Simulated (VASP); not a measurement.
Runs of VASP 6.6.1 on Cr. The structure is that of space group P6/mmm (No. 191), or close to it. The cells are those of the table. This isn't the form of Cr at room conditions, which is bcc.

```tsv
spin	cell	k mesh	smearing	gap on the mesh (eV)	pressure (GPa)	moment (μB)
off	a = 4.196, b = 4.196, c = 2.273 Å, angles 90.0, 90.0, 120.0°, 3 atoms	10 × 10 × 15	fermi-dirac 0.1 eV	none	9.8	-
off	a = 4.364, b = 4.364, c = 2.364 Å, angles 90.0, 90.0, 120.0°, 3 atoms	10 × 10 × 15	fermi-dirac 0.1 eV	none	-14.9	-
off	a = 4.418, b = 4.418, c = 2.393 Å, angles 90.0, 90.0, 120.0°, 3 atoms	10 × 10 × 15	fermi-dirac 0.1 eV	none	-20.2	-
off	a = 4.254, b = 4.254, c = 2.304 Å, angles 90.0, 90.0, 120.0°, 3 atoms	11 × 11 × 18	fermi-dirac 0.1 eV	none	-0.2	-
off	a = 4.310, b = 4.310, c = 2.334 Å, angles 90.0, 90.0, 120.0°, 3 atoms	10 × 10 × 15	fermi-dirac 0.1 eV	none	(a)	-
off	a = 4.076, b = 4.076, c = 2.208 Å, angles 90.0, 90.0, 120.0°, 3 atoms	10 × 10 × 15	fermi-dirac 0.1 eV	none	37.5	-
off	a = 4.137, b = 4.137, c = 2.241 Å, angles 90.0, 90.0, 120.0°, 3 atoms	10 × 10 × 15	fermi-dirac 0.1 eV	none	22.2	-
collinear	a = 4.255, b = 4.255, c = 2.300 Å, angles 90.0, 90.0, 120.0°, 3 atoms	10 × 10 × 15	fermi-dirac 0.05 eV	none	-0.1	(d)
collinear	a = 4.197, b = 4.197, c = 2.269 Å, angles 90.0, 90.0, 120.0°, 3 atoms	10 × 10 × 15	fermi-dirac 0.05 eV	none	(b)	(c)
off	a = 4.254, b = 4.254, c = 2.304 Å, angles 90.0, 90.0, 120.0°, 3 atoms	10 × 10 × 15	fermi-dirac 0.1 eV	none	-0.3	-
```

Alike in all rows: task single point; level revPBE; potentials or basis VASP PAW PBE potentials, release 64 (Cr_pv); cutoff (eV) 520.

**Question.** Estimate the missing entries.

**Answer.** (a) -8.4; (b) 9.9; (c) 0.06; (d) 0.13.

Caveats: the PAW data sets were made with another functional, which shifts forces and pressure a little; the cell stands under pressure (at least some runs); the cell stands under tension (at least some runs).

A gap of «none» marks levels without a gap at the run's occupations.
